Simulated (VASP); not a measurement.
# Sr (Im-3m) in VASP: single point with PBE

Aim: the single point of Sr with PBE.

Program: VASP 6.6.1. These are calculated values, not measurements. Logs are shortened: lines on timing, memory, paths and dates and some standing lists are left out, and cuts for length are marked.

## 1. The cell of the first run

The structure is cubic, space group Im-3m (No. 229). Conventional cell: a = 4.870 Å, b = 4.870 Å, c = 4.870 Å, α = 90.00°, β = 90.00°, γ = 90.00°. Sr (site symmetry m-3m) has 14 Sr at 4.22 to 4.87 Å within 5.5 Å.

This isn't the form of Sr at room conditions, which is fcc.

## 2. Single point, PBE

INCAR reads:

```
PREC = Accurate
ENCUT = 520
EDIFF = 1E-6
ISMEAR = -1
SIGMA = 0.1
LREAL = F
LASPH = T
NELM = 100
ALGO = Normal
ISIF = 2
LWAVE = F
LCHARG = F
GGA = PE
NBANDS = 11
```

KPOINTS reads:

```
Automatic mesh
0
Gamma
  8 8 8
  0.5 0.5 0.5
```

POSCAR reads:

```
Sr
1.0
    4.2175440330     -0.0000000234     -0.0000000404
   -1.4058479890      3.9763386554     -0.0000000404
   -1.4058479890     -1.9881692693      3.4436103233
Sr
1
Direct
    0.0000000000      0.0000000000      0.0000000000
```

Potentials or basis: VASP PAW PBE potentials, release 64 (Sr_sv).

On the command line:

```console
> cat potpaw_PBE.64/Sr_sv/POTCAR > POTCAR
> mpirun -np 1 vasp_std > vasp.out
```

OUTCAR:

```text
PREC = Accurate
   ENCUT = 520
   EDIFF = 1E-6
   ISMEAR = -1
   LREAL = F
   LASPH = T
   NELM = 100
   ISIF = 2
   GGA = PE

 ion  position               nearest neighbor table
   1  0.000  0.000  0.000-

  LATTYP: Found a body centered cubic cell.
 ALAT       =     4.8700003655

  Lattice vectors:

 A1 = (   4.2175440330,  -0.0000000234,  -0.0000000404)
 A2 = (  -1.4058479890,   3.9763386554,  -0.0000000404)
 A3 = (  -1.4058479890,  -1.9881692693,   3.4436103233)

Analysis of symmetry for initial positions (statically):
=====================================================================
 Subroutine PRICEL returns:
 Original cell was already a primitive cell.

 Routine SETGRP: Setting up the symmetry group for a
 body centered cubic supercell.

 Subroutine GETGRP returns: Found 48 space group operations
 (whereof 48 operations were pure point group operations)
 out of a pool of 48 trial point group operations.

The static configuration has the point symmetry O_h .

Analysis of symmetry for dynamics (positions and initial velocities):
=====================================================================
 Subroutine PRICEL returns:
 Original cell was already a primitive cell.

 Routine SETGRP: Setting up the symmetry group for a
 body centered cubic supercell.

 Subroutine GETGRP returns: Found 48 space group operations
 (whereof 48 operations were pure point group operations)
 out of a pool of 48 trial point group operations.

The dynamic configuration has the point symmetry O_h .

 Subroutine INISYM returns: Found 48 space group operations
 (whereof 48 operations are pure point group operations),
 and found     1 'primitive' translations

----------------------------------------------------------------------------------------

                                     Primitive cell

  volume of cell :      57.7507

  direct lattice vectors                    reciprocal lattice vectors
     4.217544033 -0.000000023 -0.000000040     0.237104817  0.083829212  0.145196450
    -1.405847989  3.976338655 -0.000000040     0.000000003  0.251487636  0.145196450
    -1.405847989 -1.988169269  3.443610323     0.000000003  0.000000004  0.290392907

  length of vectors
     4.217544033  4.217544033  4.217544033     0.290392907  0.290392907  0.290392907

  position of ions in fractional coordinates (direct lattice)
     0.000000000  0.000000000  0.000000000

  ion indices of the primitive-cell ions
   primitive index   ion index
                 1           1

----------------------------------------------------------------------------------------

 KPOINTS: Automatic mesh

Automatic generation of k-mesh.
 Grid dimensions read from file:
 generate k-points for:    8    8    8

 Generating k-lattice:

  Cartesian coordinates                     Fractional coordinates (reciprocal lattice)
     0.029638102  0.010478652  0.018149556     0.125000000 -0.000000000  0.000000000
     0.000000000  0.031435955  0.018149556     0.000000000  0.125000000  0.000000000
     0.000000000  0.000000000  0.036299113     0.000000000 -0.000000000  0.125000000

  Length of vectors
     0.036299113  0.036299113  0.036299113

  Shift w.r.t. Gamma in fractional coordinates (k-lattice)
     0.500000000  0.500000000  0.500000000

 Subroutine IBZKPT returns following result:
 ===========================================

 Found     26 irreducible k-points:

 Following reciprocal coordinates:
            Coordinates               Weight
  0.062500  0.062500  0.062500      8.000000
  0.187500  0.062500  0.062500     24.000000
  0.312500  0.062500  0.062500     24.000000
  0.437500  0.062500  0.062500     12.000000
 -0.062500  0.062500  0.062500      6.000000
  0.187500  0.187500  0.062500     24.000000
[... 16 lines left out ...]
 -0.312500  0.312500  0.312500      6.000000
 -0.437500  0.437500  0.312500     24.000000
 [... further k-points ...]
   k-points           NKPTS =     26   k-points in BZ     NKDIM =     26   number of bands    NBANDS=     11
   number of dos      NEDOS =    301   number of ions     NIONS =      1
   total plane-waves  NPLWV =  32768
   dimension x,y,z NGX =    32 NGY =   32 NGZ =   32
   dimension x,y,z NGXF=    64 NGYF=   64 NGZF=   64
   ions per type =               1
   NGX,Y,Z   is equivalent  to a cutoff of  12.61, 12.61, 12.61 a.u.
   NGXF,Y,Z  is equivalent  to a cutoff of  25.23, 25.23, 25.23 a.u.
 SYSTEM =  unknown system
   PREC   = accura    normal or accurate (medium, high low for compatibility)
   ISTART =      0    job   : 0-new  1-cont  2-samecut
   ICHARG =      2    charge: 1-file 2-atom 10-const
   ISPIN  =      1    spin polarized calculation?
   LNONCOLLINEAR =      F non collinear calculations
   LSORBIT =      F    spin-orbit coupling
   LASPH  =      T    aspherical Exc in radial PAW
   ENCUT  =  520.0 eV  38.22 Ry    6.18 a.u.   7.84  7.84  7.84*2*pi/ulx,y,z
   NELM   =    100;   NELMIN=  2; NELMDL= -5     # of ELM steps
   EDIFF  = 0.1E-05   stopping-criterion for ELM
   LREAL  =      F    real-space projection
   EDIFFG = 0.1E-04   stopping-criterion for IOM
   NSW    =      0    number of steps for IOM
   IBRION =     -1    ionic relax: 0-MD 1-quasi-New 2-CG
   NFREE  =      0    steps in history (QN), initial steepest desc. (CG)
   ISIF   =      2    stress and relaxation
   ISYM   =      2    0-nonsym 1-usesym 2-fastsym
   POTIM  = 0.5000    time-step for ionic-motion
   TEBEG  =    0.0;   TEEND  =   0.0 temperature during run
   PSTRESS=    0.0 pullay stress
   NELECT =      10.0000    total number of electrons
   NUPDOWN=      -1.0000    fix difference up-down
   EMIN   =  10.00;   EMAX   =-10.00  energy-range for DOS
   EFERMI =   0.00;   METHOD = LEGACY
   ISMEAR =    -1;   SIGMA  =   0.10  broadening in eV -4-tet -1-fermi 0-gaus
   EFERMI_NEDOS =   21; number of points for ismear=-14 and -15
   IALGO  =     38    algorithm
   IMIX   =      4    mixing-type and parameters
     AMIX     =   0.40;   BMIX     =  1.00
     AMIX_MAG =   1.60;   BMIX_MAG =  1.00
  volume/ion in A,a.u.               =      57.75       389.72
  Fermi-wavevector in a.u.,A,eV,Ry     =   0.912478  1.724334 11.328435  0.832616
  Thomas-Fermi vector in A             =   2.036879
   LORBIT       =      0    0 simple, 1 ext, 2 COOP (PROOUT), +10 PAW based schemes
   GGA     = PE    functional components
   LHFCALC =     F    Hartree Fock is set to
   AEXX    =    0.0000 exact exchange contribution
   IVDW    =     0    specifies the selected vdW correction
   LEPSILON=     F    determine dielectric tensor
   LRPA    =     F    only Hartree local field effects (RPA)
 non-spin polarized calculation
  energy-cutoff  :      520.00
  volume of cell :       57.75
 maximum number of plane-waves:      1571
   NGX = 15   NGY = 15   NGZ = 15

 number of electron      10.0000000 magnetization

 Free energy of the ion-electron system (eV)
  ---------------------------------------------------
  ext. energy  EPLUGINS =         0.00000000
  ---------------------------------------------------
  free energy    TOTEN  =        -1.64575098 eV

  energy without entropy =       -1.59580850  energy(sigma->0) =       -1.62077974

 E-fermi :   1.4191     XC(G=0):  -7.2029

 val. band max:        1.3834849236   @ k =  -0.4375  -0.4375   0.1875
 cond. band min:       1.4323233186   @ k =  -0.4375   0.4375   0.4375
 fundamental gap:      0.0488383950
 Fermi energy:         1.4190636293

 k-point     1 :       0.0625    0.0625    0.0625
  band No.  band energies     occupation
      1     -35.2937      2.00000
      2     -17.2285      2.00000
      3     -17.1941      2.00000
      4     -17.1941      2.00000
      5      -1.7689      2.00000
      6       3.4011      0.00000
      7       3.4011      0.00000
      8       4.1451      0.00000
      9       4.8748      0.00000
     10       4.8748      0.00000
     11       9.6105      0.00000

 k-point     2 :       0.1875    0.0625    0.0625
  band No.  band energies     occupation
      1     -35.2898      2.00000
      2     -17.2812      2.00000
      3     -17.2147      2.00000
      4     -17.1947      2.00000
      5      -1.0736      2.00000
      6       2.7710      0.00000
      7       2.9566      0.00000
      8       4.8252      0.00000
      9       4.8661      0.00000
     10       5.0863      0.00000
     11       8.8416      0.00000

 k-point     3 :       0.3125    0.0625    0.0625
  band No.  band energies     occupation
      1     -35.2858      2.00000
      2     -17.3293      2.00000
      3     -17.2388      2.00000
      4     -17.1952      2.00000
      5      -0.1010      2.00000
      6       2.0542      0.00348
      7       2.6336      0.00001
      8       4.9446      0.00000
      9       5.3155      0.00000
     10       5.8196      0.00000
     11       7.2724      0.00000

 k-point     4 :       0.4375    0.0625    0.0625
  band No.  band energies     occupation
      1     -35.2841      2.00000
      2     -17.3486      2.00000
      3     -17.2492      2.00000
      4     -17.1955      2.00000
      5       0.5835      1.99953
      6       1.5786      0.33733
      7       2.5188      0.00003
      8       4.8539      0.00000
      9       5.4673      0.00000
     10       6.5963      0.00000
     11       6.6948      0.00000
[... 239 lines left out ...]
 k-point    22 :      -0.4375   -0.4375    0.1875
  band No.  band energies     occupation
      1     -35.2799      2.00000
      2     -17.3266      2.00000
      3     -17.2912      2.00000
      4     -17.2382      2.00000
      5       1.3835      1.17604
      6       1.4764      0.72077
      7       2.6076      0.00001
      8       4.1960      0.00000
      9       5.0881      0.00000
     10       6.3773      0.00000
     11       6.7178      0.00000

 k-point    23 :      -0.3125    0.3125    0.3125
  band No.  band energies     occupation
      1     -35.2809      2.00000
      2     -17.2946      2.00000
      3     -17.2709      2.00000
      4     -17.2709      2.00000
      5       0.4510      1.99988
      6       2.1013      0.00218
      7       3.6976      0.00000
      8       3.6976      0.00000
      9       4.5070      0.00000
     10       5.2456      0.00000
     11       8.5060      0.00000

 k-point    24 :      -0.4375    0.4375    0.3125
  band No.  band energies     occupation
      1     -35.2782      2.00000
      2     -17.3190      2.00000
      3     -17.2874      2.00000
      4     -17.2735      2.00000
      5       1.1491      1.87400
      6       1.6400      0.19777
      7       3.5194      0.00000
      8       3.8255      0.00000
      9       4.8482      0.00000
     10       6.0277      0.00000
     11       7.0996      0.00000

 [... further k-points ...]

------------------------ aborting loop because EDIFF is reached ----------------------------------------

  FORCE on cell =-STRESS in cart. coord.  units (eV):
  Direction    XX          YY          ZZ          XY          YZ          ZX
  --------------------------------------------------------------------------------------
  -------------------------------------------------------------------------------------
  Total       -0.2257583     -0.2257583     -0.2257583      0.0000000     -0.0000000     -0.0000000
  in kB       -6.2632141     -6.2632141     -6.2632141      0.0000000     -0.0000000     -0.0000000
  external PRESSURE =      -6.2632141 kB  Pullay stress =       0.0000000 kB

 VOLUME and BASIS-vectors are now :
 -----------------------------------------------------------------------------
  energy-cutoff  :      520.00
  volume of cell :       57.75
      direct lattice vectors                 reciprocal lattice vectors
     4.217544033 -0.000000023 -0.000000040     0.237104817  0.083829212  0.145196450
    -1.405847989  3.976338655 -0.000000040     0.000000003  0.251487636  0.145196450
    -1.405847989 -1.988169269  3.443610323     0.000000003  0.000000004  0.290392907

 POSITION                                       TOTAL-FORCE (eV/Angst)
 -----------------------------------------------------------------------------------
      0.00000      0.00000      0.00000        -0.000000     -0.000000      0.000000
 -----------------------------------------------------------------------------------
    total drift:                               -0.000000     -0.000000      0.000000

  FREE ENERGIE OF THE ION-ELECTRON SYSTEM (eV)
  ---------------------------------------------------
  free  energy   TOTEN  =        -1.6457509825 eV

  energy  without entropy=       -1.5958085024  energy(sigma->0) =       -1.62077974
```

Run time: 7.8 s. Hardware: 1 thread of Intel Xeon Platinum 8375C at 2.90GHz (Ice Lake), shared host; peak memory 0.17 GiB.

What came out:

| Property | Result |
| --- | --- |
| Free energy | -1.6458 eV |
| Pressure | -0.6 GPa |
| Band gap on the k mesh | zero (bands 5 and 6 overlap by 0.19 eV) |
